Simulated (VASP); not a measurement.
# MgH2 (P4_2/mnm) in VASP: vibrations by perturbation theory with LDA

Aim: the vibrations by perturbation theory of MgH2 with LDA.

Program: VASP 6.6.1. These are calculated values, not measurements. Logs are shortened: lines on timing, memory, paths and dates and some standing lists are left out, and cuts for length are marked.

## Step 1: The cell of the first run

The structure is tetragonal, space group P4_2/mnm (No. 136). The conventional cell has a = 4.428 Å, b = 4.428 Å, c = 2.973 Å, α = 90.00°, β = 90.00°, γ = 90.00°. Within 2.5 Å of Mg (site symmetry mmm) lie 6 H at 1.91 to 1.93 Å. H (site symmetry m2m) has 3 Mg at 1.91 to 1.93 Å and 1 H at 2.45 Å within 2.5 Å.

## Step 2: Vibrations by perturbation theory, LDA

Contents of INCAR:

```
SYSTEM = MgH2
PREC = Accurate
ENCUT = 600
EDIFF = 1E-8
ISMEAR = 0
SIGMA = 0.01
LREAL = .False.
LASPH = .True.
NELM = 120
ALGO = Normal
ISIF = 2
LWAVE = .False.
LCHARG = .False.
GGA = CA
NBANDS = 13
IBRION = 8
NSW = 1
LEPSILON = .True.
GGA_COMPAT = .False.
```

Contents of KPOINTS:

```
regular mesh
0
Gamma
  6 6 8
  0 0 0
```

Contents of POSCAR:

```
MgH2
1.0
    4.4283876794      0.0000000000      0.0000000000
    0.0000000000      4.4283876794      0.0000000000
    0.0000000000      0.0000000000      2.9732946544
Mg H
2 4
Direct
    0.0000000000      0.0000000000      0.0000000000
    0.5000000000      0.5000000000      0.5000000000
    0.3043313089      0.3043313089      0.0000000000
    0.1956686911      0.8043313089      0.5000000000
    0.6956686911      0.6956686911      0.0000000000
    0.8043313089      0.1956686911      0.5000000000
```

Potentials or basis: VASP PAW LDA potentials, release 64 (Mg, H).

The run is started by

```
cat potpaw_LDA.64/Mg/POTCAR potpaw_LDA.64/H/POTCAR > POTCAR
mpirun -np 1 vasp_std > vasp.out
```

OUTCAR:

```text
SYSTEM = MgH2
   PREC = Accurate
   ENCUT = 600
   EDIFF = 1E-8
   ISMEAR = 0
   LREAL = .False.
   LASPH = .True.
   NELM = 120
   ISIF = 2
   GGA = CA
   IBRION = 8
   NSW = 1
   LEPSILON = .True.

 ion  position               nearest neighbor table
   1  0.000  0.000  0.000-   3 1.91   5 1.91   4 1.93   6 1.93   4 1.93   6 1.93   2 3.47   2 3.47
                             2 3.47   2 3.47   2 3.47   2 3.47   2 3.47   2 3.47
   2  0.500  0.500  0.500-   4 1.91   6 1.91   5 1.93   3 1.93   3 1.93   5 1.93   1 3.47   1 3.47
                             1 3.47   1 3.47   1 3.47   1 3.47   1 3.47   1 3.47
   3  0.304  0.304  0.000-   1 1.91   2 1.93   2 1.93
   4  0.196  0.804  0.500-   2 1.91   1 1.93   1 1.93
   5  0.696  0.696  0.000-   1 1.91   2 1.93   2 1.93
   6  0.804  0.196  0.500-   2 1.91   1 1.93   1 1.93

  LATTYP: Found a simple tetragonal cell.
 ALAT       =     4.4283876794
 C/A-ratio  =     0.6714169738

  Lattice vectors:

 A1 = (   4.4283876794,   0.0000000000,   0.0000000000)
 A2 = (   0.0000000000,   4.4283876794,   0.0000000000)
 A3 = (   0.0000000000,   0.0000000000,   2.9732946544)

Analysis of symmetry for initial positions (statically):
=====================================================================
 Subroutine PRICEL returns:
 Original cell was already a primitive cell.

 Routine SETGRP: Setting up the symmetry group for a
 simple tetragonal supercell.

 Subroutine GETGRP returns: Found 16 space group operations
 (whereof  8 operations were pure point group operations)
 out of a pool of 16 trial point group operations.

The static configuration has the point symmetry D_2h.
 The point group associated with its full space group is D_4h.

Analysis of symmetry for dynamics (positions and initial velocities):
=====================================================================
 Subroutine PRICEL returns:
 Original cell was already a primitive cell.

 Routine SETGRP: Setting up the symmetry group for a
 simple tetragonal supercell.

 Subroutine GETGRP returns: Found 16 space group operations
 (whereof  8 operations were pure point group operations)
 out of a pool of 16 trial point group operations.

The dynamic configuration has the point symmetry D_2h.
 The point group associated with its full space group is D_4h.

 Subroutine INISYM returns: Found 16 space group operations
 (whereof  8 operations are pure point group operations),
 and found     1 'primitive' translations

----------------------------------------------------------------------------------------

                                     Primitive cell

  volume of cell :      58.3081

  direct lattice vectors                    reciprocal lattice vectors
     4.428387679  0.000000000  0.000000000     0.225815821  0.000000000  0.000000000
     0.000000000  4.428387679  0.000000000     0.000000000  0.225815821  0.000000000
     0.000000000  0.000000000  2.973294654     0.000000000  0.000000000  0.336327245

  length of vectors
     4.428387679  4.428387679  2.973294654     0.225815821  0.225815821  0.336327245

[... 602 lines left out ...]
--------------------------------------- Ionic step       12  -------------------------------------------

 Free energy of the ion-electron system (eV)
  ---------------------------------------------------
  ---------------------------------------------------
  free energy    TOTEN  =        -0.01795863 eV

  energy without entropy =       -0.01795863

------------------------ aborting loop because EDIFF is reached ----------------------------------------

 INTERNAL STRAIN TENSOR  FOR ION    3  DIRECTION 3   (eV/Angst):
 -----------------------------------------------------------------------------
     0.00670  0.00194  1.57415
     0.00194  0.00670  1.57415
     1.57412  1.57412 -0.01453

 MACROSCOPIC STATIC DIELECTRIC TENSOR (including local field effects in DFT)
 ------------------------------------------------------
           4.212384     0.000000     0.000000
           0.000000     4.212384     0.000000
           0.000000     0.000000     4.251019
 ------------------------------------------------------

 PIEZOELECTRIC TENSOR (including local field effects)  for field in x, y, z        (e  Angst)
          XX          YY          ZZ          XY          YZ          ZX
  --------------------------------------------------------------------------------
  x     0.00000     0.00000     0.00000     0.00000     0.00000     0.00000
  y     0.00000     0.00000     0.00000     0.00000     0.00000     0.00000
  z     0.00000     0.00000     0.00000     0.00000     0.00000     0.00000

 PIEZOELECTRIC TENSOR (including local field effects)  for field in x, y, z        (C/m^2)
          XX          YY          ZZ          XY          YZ          ZX
  --------------------------------------------------------------------------------
  x     0.00000     0.00000     0.00000     0.00000     0.00000     0.00000
  y     0.00000     0.00000     0.00000     0.00000     0.00000     0.00000
  z     0.00000     0.00000     0.00000     0.00000     0.00000     0.00000

 BORN EFFECTIVE CHARGES (including local field effects) (in |e|, cummulative output)
 ---------------------------------------------------------------------------------
 ion    1
    1     1.82741     0.11697     0.00000
    2     0.11697     1.82741     0.00000
    3     0.00000     0.00000     1.92418
 ion    2
    1     1.82741    -0.11697     0.00000
    2    -0.11697     1.82741     0.00000
    3     0.00000     0.00000     1.92418
 ion    3
    1    -0.91370    -0.20704     0.00000
    2    -0.20704    -0.91370     0.00000
    3     0.00000     0.00000    -0.96209
 ion    4
    1    -0.91370     0.20704     0.00000
    2     0.20704    -0.91370     0.00000
    3     0.00000     0.00000    -0.96209
 ion    5
    1    -0.91370    -0.20704     0.00000
    2    -0.20704    -0.91370     0.00000
    3     0.00000     0.00000    -0.96209
 ion    6
    1    -0.91370     0.20704     0.00000
    2     0.20704    -0.91370     0.00000
    3     0.00000     0.00000    -0.96209

 INTERNAL STRAIN TENSOR FOR ION    6 for displacements in x,y,z  (eV/Angst):
          X           Y           Z          XY          YZ          ZX
  --------------------------------------------------------------------------------
  x    -0.05670    -0.51885     1.15417     0.67752     0.00000     0.00000
  y     0.51885     0.05670    -1.15417    -0.67754     0.00000     0.00000
  z     0.00000     0.00000     0.00000     0.00000    -1.57412     1.57415

 SECOND DERIVATIVES (NOT SYMMETRIZED)
 ------------------------------------
               1X          1Y          1Z          2X          2Y          2Z          3X          3Y          3Z          4X          4Y          4Z          5X          5Y          5Z          6X          6Y          6Z
  1X    -6.522547   -0.288518    0.000000    2.081006   -0.000830    0.000000    0.960860    1.161917    0.000000    1.259911   -1.017243    0.000000    0.960860    1.161917    0.000000    1.259911   -1.017243    0.000000
  1Y    -0.288518   -6.522547    0.000000   -0.000830    2.081006    0.000000    1.161917    0.960860    0.000000   -1.017243    1.259911    0.000000    1.161917    0.960860    0.000000   -1.017243    1.259911    0.000000
  1Z     0.000000    0.000000   -5.832981    0.000000    0.000000    0.086809    0.000000    0.000000    0.136835    0.000000    0.000000    2.736251    0.000000    0.000000    0.136835    0.000000    0.000000    2.736251
  2X     2.081006    0.000830    0.000000   -6.522547    0.288518    0.000000    1.259911    1.017243    0.000000    0.960860   -1.161917    0.000000    1.259911    1.017243    0.000000    0.960860   -1.161917    0.000000
  2Y     0.000830    2.081006    0.000000    0.288518   -6.522547    0.000000    1.017243    1.259911    0.000000   -1.161917    0.960860    0.000000    1.017243    1.259911    0.000000   -1.161917    0.960860    0.000000
  2Z     0.000000    0.000000    0.086809    0.000000    0.000000   -5.832981    0.000000    0.000000    2.736251    0.000000    0.000000    0.136835    0.000000    0.000000    2.736251    0.000000    0.000000    0.136835
  3X     0.961447    1.161763    0.000000    1.259596    1.018006    0.000000   -3.805017   -2.716421    0.000000    0.083020   -0.019472    0.000000    0.552326    0.536952    0.000000    0.948627    0.019171    0.000000
  3Y     1.161763    0.961447    0.000000    1.018006    1.259596    0.000000   -2.716421   -3.805017    0.000000    0.019171    0.948627    0.000000    0.536952    0.552326    0.000000   -0.019472    0.083020    0.000000
  3Z     0.000000    0.000000    0.136663    0.000000    0.000000    2.736667    0.000000    0.000000   -3.855021    0.000000    0.000000    0.481675    0.000000    0.000000    0.018340    0.000000    0.000000    0.481675
  4X     1.259596   -1.018006    0.000000    0.961447   -1.161763    0.000000    0.083020    0.019472    0.000000   -3.805017    2.716421    0.000000    0.948627   -0.019171    0.000000    0.552326   -0.536952    0.000000
  4Y    -1.018006    1.259596    0.000000   -1.161763    0.961447    0.000000   -0.019171    0.948627    0.000000    2.716421   -3.805017    0.000000    0.019472    0.083020    0.000000   -0.536952    0.552326    0.000000
  4Z     0.000000    0.000000    2.736667    0.000000    0.000000    0.136663    0.000000    0.000000    0.481675    0.000000    0.000000   -3.855021    0.000000    0.000000    0.481675    0.000000    0.000000    0.018340
  5X     0.961447    1.161763    0.000000    1.259596    1.018006    0.000000    0.552326    0.536952    0.000000    0.948627    0.019171    0.000000   -3.805017   -2.716421    0.000000    0.083020   -0.019472    0.000000
  5Y     1.161763    0.961447    0.000000    1.018006    1.259596    0.000000    0.536952    0.552326    0.000000   -0.019472    0.083020    0.000000   -2.716421   -3.805017    0.000000    0.019171    0.948627    0.000000
  5Z     0.000000    0.000000    0.136663    0.000000    0.000000    2.736667    0.000000    0.000000    0.018340    0.000000    0.000000    0.481675    0.000000    0.000000   -3.855021    0.000000    0.000000    0.481675
  6X     1.259596   -1.018006    0.000000    0.961447   -1.161763    0.000000    0.948627   -0.019171    0.000000    0.552326   -0.536952    0.000000    0.083020    0.019472    0.000000   -3.805017    2.716421    0.000000
  6Y    -1.018006    1.259596    0.000000   -1.161763    0.961447    0.000000    0.019472    0.083020    0.000000   -0.536952    0.552326    0.000000   -0.019171    0.948627    0.000000    2.716421   -3.805017    0.000000
  6Z     0.000000    0.000000    2.736667    0.000000    0.000000    0.136663    0.000000    0.000000    0.481675    0.000000    0.000000    0.018340    0.000000    0.000000    0.481675    0.000000    0.000000   -3.855021

 Eigenvectors and eigenvalues of the dynamical matrix
 ----------------------------------------------------

   1 f  =   45.411127 THz   285.326526 2PiTHz 1514.752151 cm-1   187.805247 meV
             X         Y         Z           dx          dy          dz
      0.000000  0.000000  0.000000     0.000000    0.000000   -0.000000
      2.214194  2.214194  1.486647     0.000000    0.000000    0.000000
      1.347697  1.347697  0.000000     0.353553    0.353553   -0.000000
      0.866497  3.561891  1.486647     0.353553   -0.353553    0.000000
      3.080691  3.080691  0.000000    -0.353553   -0.353553    0.000000
      3.561891  0.866497  1.486647    -0.353553    0.353553   -0.000000
[... 145 lines left out ...]
  18 f/i=    0.000573 THz     0.003597 2PiTHz    0.019097 cm-1     0.002368 meV
             X         Y         Z           dx          dy          dz
      0.000000  0.000000  0.000000     0.622068   -0.273930   -0.000000
      2.214194  2.214194  1.486647     0.622058   -0.273907   -0.000000
      1.347697  1.347697  0.000000     0.126159   -0.055546   -0.000000
      0.866497  3.561891  1.486647     0.126167   -0.055563   -0.000000
      3.080691  3.080691  0.000000     0.126159   -0.055546   -0.000000
      3.561891  0.866497  1.486647     0.126167   -0.055563   -0.000000

--------------------------------------------------------------------------------------------------------

 MACROSCOPIC STATIC DIELECTRIC TENSOR IONIC CONTRIBUTION
 ------------------------------------------------------
           7.477999     0.000000    -0.000000
           0.000000     7.477999    -0.000000
          -0.000000    -0.000000     3.999157
 ------------------------------------------------------

 ELASTIC MODULI CONTR FROM IONIC RELAXATION (kBar)
 Direction    XX          YY          ZZ          XY          YZ          ZX
 --------------------------------------------------------------------------------
 XX         -61.4524     56.0853     10.7628     -0.0000      0.0000      0.0000
 YY          56.0853    -61.4524     10.7628      0.0000     -0.0000     -0.0000
 ZZ          10.7628     10.7628    -43.1659     -0.0000     -0.0000     -0.0000
 XY          -0.0000      0.0000     -0.0000    -11.9593     -0.0000     -0.0000
 YZ           0.0000     -0.0000     -0.0000     -0.0000    -70.3119      0.0000
 ZX           0.0000     -0.0000     -0.0000     -0.0000      0.0000    -70.3144
 --------------------------------------------------------------------------------

 PIEZOELECTRIC TENSOR IONIC CONTR  for field in x, y, z        (C/m^2)
          XX          YY          ZZ          XY          YZ          ZX
  --------------------------------------------------------------------------------
  x    -0.00000     0.00000     0.00000     0.00000    -0.00000    -0.00000
  y    -0.00000     0.00000     0.00000    -0.00000     0.00000     0.00000
  z     0.00000    -0.00000    -0.00000     0.00000     0.00000     0.00000
```

Wall time 8.3 min (1 thread of Intel Xeon 8259CL, shared host); peak memory 0.5 GiB.

What came out:

```yaml
Electronic_dielectric_tensor_diagonal: 4.21, 4.21, 4.25
Born_charges_mean_of_the_diagonal: Mg +1.86; H -0.93 e
Highest_phonon_frequency_at_Γ: 1515 cm⁻¹
```

Phonon frequencies in cm⁻¹ (negative: imaginary):
| q point | frequencies |
| --- | --- |
| (0.000, 0.000, 0.000) | 0 0 0 184 233 304 304 495 495 739 920 1026 1026 1157 1256 1256 1358 1515 |

Electronic dielectric tensor:
```
4.21 0.00 0.00
0.00 4.21 0.00
0.00 0.00 4.25
```

Born effective charge tensors (e):
atom 1, Mg
```
1.83 0.12 0.00
0.12 1.83 0.00
0.00 0.00 1.92
```
atom 2, Mg
```
 1.83 -0.12  0.00
-0.12  1.83  0.00
 0.00  0.00  1.92
```
atom 3, H
```
-0.91 -0.21  0.00
-0.21 -0.91  0.00
 0.00  0.00 -0.96
```
atom 4, H
```
-0.91  0.21  0.00
 0.21 -0.91  0.00
 0.00  0.00 -0.96
```
atom 5, H
```
-0.91 -0.21  0.00
-0.21 -0.91  0.00
 0.00  0.00 -0.96
```
atom 6, H
```
-0.91  0.21  0.00
 0.21 -0.91  0.00
 0.00  0.00 -0.96
```
